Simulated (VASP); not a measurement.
# BaTiO3 (P4/mmm) in VASP: further runs

BaTiO3 is run at these levels: PBE; tasks: single point.

Everything below comes from runs of VASP 6.6.1. Logs are shortened: lines on timing, memory, paths and dates and some standing lists are left out, and cuts for length are marked.

### 1 The cell of the first run

The structure is tetragonal, space group P4/mmm (No. 123). The conventional cell has a = 4.133 Å, b = 4.133 Å, c = 3.802 Å, α = 90.00°, β = 90.00°, γ = 90.00°. Within 3.9 Å of Ba (site symmetry 4/mmm) lie 12 O at 2.81 to 2.92 Å and 8 Ti at 3.49 Å and 2 Ba at 3.80 Å. Within 2.5 Å of Ti (site symmetry 4/mmm) lie 6 O at 1.90 to 2.07 Å. Within 2.5 Å of O (site symmetry 4/mmm) lie 2 Ti at 1.90 Å. O (site symmetry mmm) has 2 Ti at 2.07 Å and 4 Ba at 2.81 Å and 8 O at 2.81 to 2.92 Å within 3.0 Å.

### 2 Single point, PBE

File INCAR:

```
SYSTEM = BaTiO3
ALGO     = Normal         ! electronic algorithm
EDIFF    = 1E-7           ! SCF threshold, eV
ENCUT    = 520            ! plane-wave cutoff, eV
GGA      = PE             ! functional
ISIF     = 2              ! what is computed and relaxed
ISMEAR   = 0              ! smearing method
LASPH    = .TRUE.         ! aspherical terms in the spheres
LCHARG   = .FALSE.        ! write CHGCAR
LREAL    = .FALSE.        ! projectors in reciprocal space
LWAVE    = .FALSE.        ! write WAVECAR
NBANDS   = 28             ! bands
NELM     = 80             ! most SCF steps
PREC     = Accurate       ! precision mode
SIGMA    = 0.05           ! smearing width, eV
```

File KPOINTS:

```
k-points
0
G
  8 8 8
  0 0 0
```

File POSCAR:

```
BaTiO3
1.0
    4.1325087776      0.0000000000      0.0000000000
    0.0000000000      4.1325087776      0.0000000000
    0.0000000000      0.0000000000      3.8019548602
Ba Ti O
1 1 3
Direct
    0.0000000000      0.0000000000      0.0000000000
    0.5000000000      0.5000000000      0.5000000000
    0.5000000000      0.5000000000      0.0000000000
    0.5000000000      0.0000000000      0.5000000000
    0.0000000000      0.5000000000      0.5000000000
```

Potentials or basis: VASP PAW PBE potentials, release 64 (Ba_sv, Ti_sv, O).

Run with:

```sh
cat potpaw_PBE.64/Ba_sv/POTCAR potpaw_PBE.64/Ti_sv/POTCAR potpaw_PBE.64/O/POTCAR > POTCAR
mpirun -np 1 vasp_std > vasp.out
```

OUTCAR:

```text
SYSTEM = BaTiO3
   EDIFF = 1E-7
   ENCUT = 520
   GGA = PE
   ISIF = 2
   ISMEAR = 0
   LASPH = .TRUE.
   LREAL = .FALSE.
   NELM = 80
   PREC = Accurate

 ion  position               nearest neighbor table
   1  0.000  0.000  0.000-   4 2.81   5 2.81   4 2.81   5 2.81   5 2.81   5 2.81   4 2.81   4 2.81
                             3 2.92   3 2.92   3 2.92   3 2.92   2 3.49   2 3.49   2 3.49   2 3.49
   2  0.500  0.500  0.500-   3 1.90   3 1.90   5 2.07   4 2.07   4 2.07   5 2.07   1 3.49   1 3.49
                             1 3.49   1 3.49   1 3.49   1 3.49   1 3.49   1 3.49
   3  0.500  0.500  0.000-   2 1.90   2 1.90   1 2.92   1 2.92   1 2.92   1 2.92
   4  0.500  0.000  0.500-   2 2.07   2 2.07   1 2.81   1 2.81   1 2.81   1 2.81
   5  0.000  0.500  0.500-   2 2.07   2 2.07   1 2.81   1 2.81   1 2.81   1 2.81

  LATTYP: Found a simple tetragonal cell.
 ALAT       =     4.1325087776
 C/A-ratio  =     0.9200113212

  Lattice vectors:

 A1 = (   4.1325087776,   0.0000000000,   0.0000000000)
 A2 = (   0.0000000000,   4.1325087776,   0.0000000000)
 A3 = (   0.0000000000,   0.0000000000,   3.8019548602)

Analysis of symmetry for initial positions (statically):
=====================================================================
 Subroutine PRICEL returns:
 Original cell was already a primitive cell.

 Routine SETGRP: Setting up the symmetry group for a
 simple tetragonal supercell.

 Subroutine GETGRP returns: Found 16 space group operations
 (whereof 16 operations were pure point group operations)
 out of a pool of 16 trial point group operations.

The static configuration has the point symmetry D_4h.

Analysis of symmetry for dynamics (positions and initial velocities):
=====================================================================
 Subroutine PRICEL returns:
 Original cell was already a primitive cell.

 Routine SETGRP: Setting up the symmetry group for a
 simple tetragonal supercell.

 Subroutine GETGRP returns: Found 16 space group operations
 (whereof 16 operations were pure point group operations)
 out of a pool of 16 trial point group operations.

The dynamic configuration has the point symmetry D_4h.

 Subroutine INISYM returns: Found 16 space group operations
 (whereof 16 operations are pure point group operations),
 and found     1 'primitive' translations

[... 100 lines left out ...]
   EDIFF  = 0.1E-06   stopping-criterion for ELM
   LREAL  =      F    real-space projection
   EDIFFG = 0.1E-05   stopping-criterion for IOM
   NSW    =      0    number of steps for IOM
   IBRION =     -1    ionic relax: 0-MD 1-quasi-New 2-CG
   NFREE  =      0    steps in history (QN), initial steepest desc. (CG)
   ISIF   =      2    stress and relaxation
   ISYM   =      2    0-nonsym 1-usesym 2-fastsym
   POTIM  = 0.5000    time-step for ionic-motion
   TEBEG  =    0.0;   TEEND  =   0.0 temperature during run
   PSTRESS=    0.0 pullay stress
   NELECT =      40.0000    total number of electrons
   NUPDOWN=      -1.0000    fix difference up-down
   EMIN   =  10.00;   EMAX   =-10.00  energy-range for DOS
   EFERMI =   0.00;   METHOD = LEGACY
   ISMEAR =     0;   SIGMA  =   0.05  broadening in eV -4-tet -1-fermi 0-gaus
   EFERMI_NEDOS =   21; number of points for ismear=-14 and -15
   IALGO  =     38    algorithm
   IMIX   =      4    mixing-type and parameters
     AMIX     =   0.40;   BMIX     =  1.00
     AMIX_MAG =   1.60;   BMIX_MAG =  1.00
  volume/ion in A,a.u.               =      12.99        87.63
  Fermi-wavevector in a.u.,A,eV,Ry     =   1.392996  2.632381 26.401274  1.940439
  Thomas-Fermi vector in A             =   2.516685
   LORBIT       =      0    0 simple, 1 ext, 2 COOP (PROOUT), +10 PAW based schemes
   GGA     = PE    functional components
   LHFCALC =     F    Hartree Fock is set to
   AEXX    =    0.0000 exact exchange contribution
   IVDW    =     0    specifies the selected vdW correction
   LEPSILON=     F    determine dielectric tensor
   LRPA    =     F    only Hartree local field effects (RPA)
 non-spin polarized calculation
 Gauss-broadening in eV      SIGMA  =   0.05
  energy-cutoff  :      520.00
  volume of cell :       64.93
 maximum number of plane-waves:      1784
 NGX is ok and might be reduce to    32

 number of electron      40.0000018 magnetization

 Free energy of the ion-electron system (eV)
  ---------------------------------------------------
  ext. energy  EPLUGINS =         0.00000000
  ---------------------------------------------------
  free energy    TOTEN  =       -39.79153832 eV

  energy without entropy =      -39.79153832  energy(sigma->0) =      -39.79153832

 E-fermi :   4.1053     XC(G=0): -11.1905

 val. band max:        3.8197699086   @ k =   0.5000   0.5000   0.5000
 cond. band min:       5.3661385400   @ k =   0.0000   0.0000   0.0000
 fundamental gap:      1.5463686313
 Fermi energy:         4.1053187235

 k-point     1 :       0.0000    0.0000    0.0000
  band No.  band energies     occupation
      1     -52.9302      2.00000
      2     -29.1780      2.00000
      3     -29.1277      2.00000
      4     -29.1277      2.00000
      5     -21.1151      2.00000
      6     -13.3620      2.00000
[... 733 lines left out ...]
     27      11.6148      0.00000
     28      12.4327      0.00000

 [... further k-points ...]

------------------------ aborting loop because EDIFF is reached ----------------------------------------

  FORCE on cell =-STRESS in cart. coord.  units (eV):
  Direction    XX          YY          ZZ          XY          YZ          ZX
  --------------------------------------------------------------------------------------
  -------------------------------------------------------------------------------------
  Total       -1.0357654     -1.0357654      6.1663234      0.0000000      0.0000000      0.0000000
  in kB      -25.5586227    -25.5586227    152.1606509      0.0000000      0.0000000      0.0000000
  external PRESSURE =      33.6811352 kB  Pullay stress =       0.0000000 kB

 VOLUME and BASIS-vectors are now :
 -----------------------------------------------------------------------------
  energy-cutoff  :      520.00
  volume of cell :       64.93
      direct lattice vectors                 reciprocal lattice vectors
     4.132508778  0.000000000  0.000000000     0.241983757  0.000000000  0.000000000
     0.000000000  4.132508778  0.000000000     0.000000000  0.241983757  0.000000000
     0.000000000  0.000000000  3.801954860     0.000000000  0.000000000  0.263022586

 POSITION                                       TOTAL-FORCE (eV/Angst)
 -----------------------------------------------------------------------------------
      0.00000      0.00000      0.00000         0.000000      0.000000      0.000000
      2.06625      2.06625      1.90098         0.000000      0.000000      0.000000
      2.06625      2.06625      0.00000         0.000000      0.000000      0.000000
      2.06625      0.00000      1.90098         0.000000      0.000000      0.000000
      0.00000      2.06625      1.90098         0.000000      0.000000      0.000000
 -----------------------------------------------------------------------------------
    total drift:                                0.000000     -0.000000     -0.000000

  FREE ENERGIE OF THE ION-ELECTRON SYSTEM (eV)
  ---------------------------------------------------
  free  energy   TOTEN  =       -39.7915383211 eV

  energy  without entropy=      -39.7915383211  energy(sigma->0) =      -39.79153832
```

OSZICAR:

```text
N       E                     dE             d eps       ncg     rms          rms(c)
DAV:   1     0.436252525705E+03    0.43625E+03   -0.20897E+04  4200   0.154E+03
DAV:   2    -0.292931770673E+01   -0.43918E+03   -0.41743E+03  4736   0.428E+02
DAV:   3    -0.486762097884E+02   -0.45747E+02   -0.45290E+02  5932   0.135E+02
DAV:   4    -0.507703295688E+02   -0.20941E+01   -0.20890E+01  6212   0.251E+01
DAV:   5    -0.508333860936E+02   -0.63057E-01   -0.63046E-01  5696   0.334E+00    0.230E+01
DAV:   6    -0.400313497473E+02    0.10802E+02   -0.56639E+01  5896   0.659E+01    0.990E+00
DAV:   7    -0.399710151514E+02    0.60335E-01   -0.10416E+01  5600   0.232E+01    0.662E+00
DAV:   8    -0.397831660328E+02    0.18785E+00   -0.68443E-01  5320   0.730E+00    0.337E+00
DAV:   9    -0.398219797529E+02   -0.38814E-01   -0.35236E-01  5924   0.484E+00    0.159E+00
DAV:  10    -0.397940807783E+02    0.27899E-01   -0.16512E-01  4784   0.404E+00    0.436E-01
DAV:  11    -0.397916277418E+02    0.24530E-02   -0.11872E-02  5176   0.674E-01    0.134E-01
DAV:  12    -0.397915505038E+02    0.77238E-04   -0.65501E-04  5116   0.172E-01    0.418E-02
DAV:  13    -0.397915372550E+02    0.13249E-04   -0.11557E-04  5056   0.106E-01    0.204E-02
DAV:  14    -0.397915387861E+02   -0.15311E-05   -0.24448E-05  6000   0.369E-02    0.850E-03
DAV:  15    -0.397915402236E+02   -0.14375E-05   -0.19559E-05  6156   0.366E-02    0.122E-02
DAV:  16    -0.397915382849E+02    0.19388E-05   -0.62585E-06  5676   0.227E-02    0.849E-04
DAV:  17    -0.397915383211E+02   -0.36255E-07   -0.28423E-07  3888   0.511E-03
   1 F= -.39791538E+02 E0= -.39791538E+02  d E =-.754799E-18
```

stdout:

```text
POSCAR found type information on POSCAR BaTiO
 POSCAR found :  3 types and       5 ions
 scaLAPACK will be used
 LDA part: xc-table for (Slater+PW92), standard interpolation
 POSCAR, INCAR and KPOINTS ok, starting setup
 FFT: planning ... GRIDC
 FFT: planning ... GRID_SOFT
 FFT: planning ... GRID
 WAVECAR not read
 entering main loop
```

Run time: 3.3 min. Hardware: 1 thread of Intel Xeon 8259CL, shared host; peak memory 0.27 GiB.

What came out:

| Property | Result |
| --- | --- |
| Free energy | -39.7915 eV |
| Pressure | 3.4 GPa |
| Band gap on the k mesh | 1.55 eV (least direct gap 1.71 eV) |

Stress tensor (GPa, compression positive):
```
-2.56  0.00  0.00
 0.00 -2.56  0.00
 0.00  0.00 15.22
```

Caveat: the cell stands under pressure; spin-orbit coupling is left out, which moves the levels of the heavy elements.

### 3 Single point, PBE

This run uses another cell than the first one, of the same volume but with other edges.

File INCAR:

```
PREC = Accurate
ENCUT = 520
EDIFF = 1E-7
ISMEAR = 0
SIGMA = 0.05
LREAL = F
LASPH = T
NELM = 100
ALGO = Normal
ISIF = 2
LWAVE = F
LCHARG = F
GGA = PE
NBANDS = 28
```

File KPOINTS:

```
Automatic mesh
0
Gamma
  8 8 8
```

POSCAR, as its differences from that of step 2:

```diff
@@ -2,5 +2,5 @@
 1.0
-    4.1325087776      0.0000000000      0.0000000000
-    0.0000000000      4.1325087776      0.0000000000
-    0.0000000000      0.0000000000      3.8019548602
+    3.8935476923      0.0000000000      0.0000000000
+    0.0000000000      3.8935476923      0.0000000000
+    0.0000000000      0.0000000000      4.2829551653
 Ba Ti O
```

Potentials or basis: VASP PAW PBE potentials, release 64 (Ba_sv, Ti_sv, O).

Run with:

```sh
cat potpaw_PBE.64/Ba_sv/POTCAR potpaw_PBE.64/Ti_sv/POTCAR potpaw_PBE.64/O/POTCAR > POTCAR
mpirun -np 1 vasp_std > vasp.out
```

OUTCAR:

```text
PREC = Accurate
   ENCUT = 520
   EDIFF = 1E-7
   ISMEAR = 0
   LREAL = F
   LASPH = T
   NELM = 100
   ISIF = 2
   GGA = PE

 ion  position               nearest neighbor table
   1  0.000  0.000  0.000-   3 2.75   3 2.75   3 2.75   3 2.75   5 2.89   4 2.89   5 2.89   5 2.89
                             5 2.89   4 2.89   4 2.89   4 2.89   2 3.49   2 3.49   2 3.49   2 3.49
   2  0.500  0.500  0.500-   4 1.95   5 1.95   4 1.95   5 1.95   3 2.14   3 2.14   1 3.49   1 3.49
                             1 3.49   1 3.49   1 3.49   1 3.49   1 3.49   1 3.49
   3  0.500  0.500  0.000-   2 2.14   2 2.14   1 2.75   1 2.75   1 2.75   1 2.75
   4  0.500  0.000  0.500-   2 1.95   2 1.95   1 2.89   1 2.89   1 2.89   1 2.89
   5  0.000  0.500  0.500-   2 1.95   2 1.95   1 2.89   1 2.89   1 2.89   1 2.89

  LATTYP: Found a simple tetragonal cell.
 ALAT       =     3.8935476923
 C/A-ratio  =     1.1000135362

  Lattice vectors:

 A1 = (   3.8935476923,   0.0000000000,   0.0000000000)
 A2 = (   0.0000000000,   3.8935476923,   0.0000000000)
 A3 = (   0.0000000000,   0.0000000000,   4.2829551653)

Analysis of symmetry for initial positions (statically):
=====================================================================
 Subroutine PRICEL returns:
[... 182 lines left out ...]
 fundamental gap:      1.5463078666
 Fermi energy:         4.0970566373

 k-point     1 :       0.0000    0.0000    0.0000
  band No.  band energies     occupation
      1     -52.9214      2.00000
      2     -29.1398      2.00000
      3     -29.1398      2.00000
      4     -29.1315      2.00000
      5     -21.1092      2.00000
      6     -13.3000      2.00000
[... 733 lines left out ...]
     27      11.7426      0.00000
     28      12.3980      0.00000

 [... further k-points ...]

------------------------ aborting loop because EDIFF is reached ----------------------------------------

  FORCE on cell =-STRESS in cart. coord.  units (eV):
  Direction    XX          YY          ZZ          XY          YZ          ZX
  --------------------------------------------------------------------------------------
  -------------------------------------------------------------------------------------
  Total        3.7573265      3.7573265     -2.8413310      0.0000000     -0.0000000      0.0000000
  in kB       92.7160649     92.7160649    -70.1128928      0.0000000     -0.0000000      0.0000000
  external PRESSURE =      38.4397457 kB  Pullay stress =       0.0000000 kB

 VOLUME and BASIS-vectors are now :
 -----------------------------------------------------------------------------
  energy-cutoff  :      520.00
  volume of cell :       64.93
      direct lattice vectors                 reciprocal lattice vectors
     3.893547692  0.000000000  0.000000000     0.256835174  0.000000000  0.000000000
     0.000000000  3.893547692  0.000000000     0.000000000  0.256835174  0.000000000
     0.000000000  0.000000000  4.282955165     0.000000000  0.000000000  0.233483649

 POSITION                                       TOTAL-FORCE (eV/Angst)
 -----------------------------------------------------------------------------------
      0.00000      0.00000      0.00000         0.000000      0.000000      0.000000
      1.94677      1.94677      2.14148         0.000000      0.000000      0.000000
      1.94677      1.94677      0.00000         0.000000      0.000000      0.000000
      1.94677      0.00000      2.14148         0.000000      0.000000      0.000000
      0.00000      1.94677      2.14148         0.000000      0.000000      0.000000
 -----------------------------------------------------------------------------------
    total drift:                                0.000000      0.000000     -0.000000

  FREE ENERGIE OF THE ION-ELECTRON SYSTEM (eV)
  ---------------------------------------------------
  free  energy   TOTEN  =       -39.7677196352 eV

  energy  without entropy=      -39.7677196352  energy(sigma->0) =      -39.76771964
```

OSZICAR:

```text
N       E                     dE             d eps       ncg     rms          rms(c)
DAV:   1     0.434870422514E+03    0.43487E+03   -0.20901E+04  4200   0.155E+03
DAV:   2    -0.383850046832E+01   -0.43871E+03   -0.41788E+03  4804   0.427E+02
DAV:   3    -0.485701284284E+02   -0.44732E+02   -0.44311E+02  5836   0.134E+02
DAV:   4    -0.507476752627E+02   -0.21775E+01   -0.21724E+01  6344   0.255E+01
DAV:   5    -0.508133178426E+02   -0.65643E-01   -0.65631E-01  5656   0.328E+00    0.231E+01
DAV:   6    -0.400329017861E+02    0.10780E+02   -0.56768E+01  5888   0.660E+01    0.994E+00
DAV:   7    -0.399385485347E+02    0.94353E-01   -0.10018E+01  5588   0.230E+01    0.663E+00
DAV:   8    -0.397542149820E+02    0.18433E+00   -0.74356E-01  5296   0.773E+00    0.315E+00
DAV:   9    -0.397981556601E+02   -0.43941E-01   -0.30464E-01  5888   0.436E+00    0.160E+00
DAV:  10    -0.397700213517E+02    0.28134E-01   -0.16419E-01  4732   0.413E+00    0.409E-01
DAV:  11    -0.397677543082E+02    0.22670E-02   -0.13152E-02  5496   0.766E-01    0.125E-01
DAV:  12    -0.397677125148E+02    0.41793E-04   -0.60803E-04  5204   0.180E-01    0.412E-02
DAV:  13    -0.397677408447E+02   -0.28330E-04   -0.18646E-04  5700   0.944E-02    0.442E-02
DAV:  14    -0.397677202709E+02    0.20574E-04   -0.64670E-05  5976   0.689E-02    0.105E-02
DAV:  15    -0.397677202650E+02    0.58194E-08   -0.18175E-05  6620   0.335E-02    0.838E-03
DAV:  16    -0.397677196890E+02    0.57605E-06   -0.38238E-06  5496   0.184E-02    0.193E-03
DAV:  17    -0.397677196352E+02    0.53798E-07   -0.49461E-07  4564   0.674E-03
   1 F= -.39767720E+02 E0= -.39767720E+02  d E =-.441293E-12
```

stdout:

```text
POSCAR found type information on POSCAR BaTiO
 POSCAR found :  3 types and       5 ions
 scaLAPACK will be used
 LDA part: xc-table for (Slater+PW92), standard interpolation
 POSCAR, INCAR and KPOINTS ok, starting setup
 FFT: planning ... GRIDC
 FFT: planning ... GRID_SOFT
 FFT: planning ... GRID
 WAVECAR not read
 entering main loop
```

Run time: 3.6 min. Hardware: 1 thread of Intel Xeon 8259CL, shared host; peak memory 0.27 GiB.

What came out:

- Free energy: -39.7677 eV
- Pressure: 3.8 GPa
- Band gap on the k mesh: 1.55 eV (least direct gap 1.78 eV)

Levels at points of the mesh, in eV from the valence-band top:
```tsv
k point	band 16	band 17	band 18	band 19	band 20	band 21	band 22	band 23	band 24	band 25
(0.00, 0.00, 0.00)	-1.04	-1.04	-0.37	-0.24	-0.24	1.55	1.55	1.71	3.29	4.07
(0.50, 0.00, 0.00)	-2.27	-2.13	-1.90	-0.96	-0.80	1.73	3.44	3.56	3.60	5.98
(0.50, 0.50, 0.00)	-3.18	-1.79	-0.51	-0.51	-0.04	3.57	3.57	3.96	4.08	7.95
(0.00, 0.00, 0.50)	-2.00	-1.31	-1.31	-0.78	-0.78	1.80	2.82	2.82	4.09	5.31
(0.50, 0.00, 0.50)	-2.38	-1.85	-1.33	-1.27	-0.44	2.84	3.61	3.68	4.78	6.96
(0.50, 0.50, 0.50)	-2.44	-2.44	-0.12	-0.12	0.00	3.91	3.91	4.29	6.25	6.25
```

Caveat: the cell stands under pressure; spin-orbit coupling is left out, which moves the levels of the heavy elements.

(Continued in part 2 of 2.)
